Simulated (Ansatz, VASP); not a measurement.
# One calculation of AlGa3N4, two programs

```
Al Ga N
1.0
     0.00000   -2.23380   -2.23380
     2.23226    4.46805   -2.23426
     4.46419   -2.23399    2.23399
Al Ga N
1 3 4
Direct
  0.75013 0.50027 0.25042
  0.49887 0.99773 0.49766
  0.25009 0.50017 0.74979
  0.00087 0.00175 0.00212
  0.81179 0.62358 0.94470
  0.56731 0.13461 0.18923
  0.30937 0.61874 0.42910
  0.06157 0.12314 0.68697
```

Alike in both runs: functional PBEsol; k mesh 6 × 6 × 4; occupations gaussian, width 0.1 eV; no spin polarisation.

Ansatz relaxed the structure, and its values are those at the end. VASP's run is a single point on that final structure, the one shown.

|  | VASP | Ansatz |
| --- | --- | --- |
| version | VASP 6.6.1 | Ansatz 0.2.0 |
| potentials or method | VASP PAW PBE potentials, release 64 (Al, Ga_d, N), cutoff 520 eV | scalar-relativistic, plane waves, PAW |
| valence electrons in the cell | 62 | 62 |

|  | VASP | Ansatz | Ansatz less VASP |
| --- | --- | --- | --- |
| gap on the k mesh at the Fermi level (eV) | 2.22 | 2.20 | -0.016 |
| least direct gap on the mesh (eV) | 2.22 | 2.20 | -0.016 |
| pressure (GPa) | 0.0 | 0.1 | +0.18 |
| rms of the force components (eV/Å) | 0.021 | 0.018 | -0.0029 |

VASP's potentials were made for PBE, not for PBEsol, and Ansatz warns of the same on its side.
